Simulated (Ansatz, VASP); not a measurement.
## Be6S in VASP and in Ansatz

INCAR

```
ALGO     = Fast           # electronic algorithm
EDIFF    = 1E-7           # SCF threshold, eV
EDIFFG   = -0.01          # ionic threshold
ENCUT    = 600            # plane-wave cutoff, eV
GGA      = PE             # functional
IBRION   = 2              # ionic algorithm
ISIF     = 3              # what is computed and relaxed
ISMEAR   = 0              # smearing method
LASPH    = True           # aspherical terms in the spheres
LCHARG   = False          # write CHGCAR
LREAL    = False          # projectors in reciprocal space
LWAVE    = False          # write WAVECAR
NELM     = 60             # most SCF steps
NSW      = 100            # ionic steps
PREC     = Accurate       # precision mode
SIGMA    = 0.1            # smearing width, eV
```

Contents of KPOINTS:

```
k-points
0
Gamma
  10 10 10
```

Contents of POSCAR:

```
Be6S
1.0
    1.6831242783     -6.3021858777      0.0000000000
    1.6831242783      6.3021858777      0.0000000000
    0.0000000000      0.0000000000      3.3698348632
Be S
6 1
Direct
    0.3945372812      0.1181201624      0.7453001133
    0.8818798376      0.6054627188      0.2546998867
    0.6054627188      0.8818798376      0.7453001133
    0.1181201624      0.3945372812      0.2546998867
    0.0000000000      0.5000000000      0.7557714194
    0.5000000000      0.0000000000      0.2442285806
    0.5000000000      0.5000000000      0.5000000000
```

Input for Ansatz:

```yaml
crystal:
  lattice:
    - [1.6831242783, -6.3021858777, 0.0]
    - [1.6831242783, 6.3021858777, 0.0]
    - [0.0, 0.0, 3.3698348632]
  atoms:
    - { symbol: Be, position: [0.3945372812, 0.1181201624, 0.7453001133] }
    - { symbol: Be, position: [0.8818798376, 0.6054627188, 0.2546998867] }
    - { symbol: Be, position: [0.6054627188, 0.8818798376, 0.7453001133] }
    - { symbol: Be, position: [0.1181201624, 0.3945372812, 0.2546998867] }
    - { symbol: Be, position: [0.0, 0.5, 0.7557714194] }
    - { symbol: Be, position: [0.5, 0.0, 0.2442285806] }
    - { symbol: S, position: [0.5, 0.5, 0.5] }
basis:
  ecutwfc: 420
kpoints:
  mp_grid: { grid: [10, 10, 10] }
hamiltonian:
  xc: pbe
scf:
  occupations: { method: gaussian, width: 0.1 }
output:
  forces: true
  stress: true
  eigenvalues: true
relax:
  adjacent_minimum: "off"
  f_tol: 0.01
  max_steps: 80
  cell: { stress_tol: 0.05 }
```

Change from the starting cell: the structure that the rattled cell fell into.

Alike in both runs: task relaxation of cell and atoms; functional PBE; k mesh 10 × 10 × 10; occupations gaussian, width 0.1 eV; no spin polarisation.

|  | VASP | Ansatz |
| --- | --- | --- |
| version | VASP 6.6.1 | Ansatz 0.2.0 |
| potentials or method | VASP PAW PBE potentials, release 64 (Be, S), cutoff 600 eV | scalar-relativistic, plane waves, PAW |
| valence electrons in the cell | 18 | 18 |

VASP gave:

| Quantity | Value |
| --- | --- |
| gap on the k mesh at the Fermi level, each at its own relaxed structure (eV) | none |
| relaxed volume (Å³/atom) | 10.18 |
| relaxed length of the cell vector where the two differ most in proportion (Å) | 6.576 |

**Question.** Estimate Ansatz's values.

**Answer.** gap on the k mesh at the Fermi level, each at its own relaxed structure (eV): none; relaxed volume (Å³/atom): 10.17; relaxed length of the cell vector where the two differ most in proportion (Å): 6.573.

A gap of «none» marks a metal or a gap that the smearing closes.
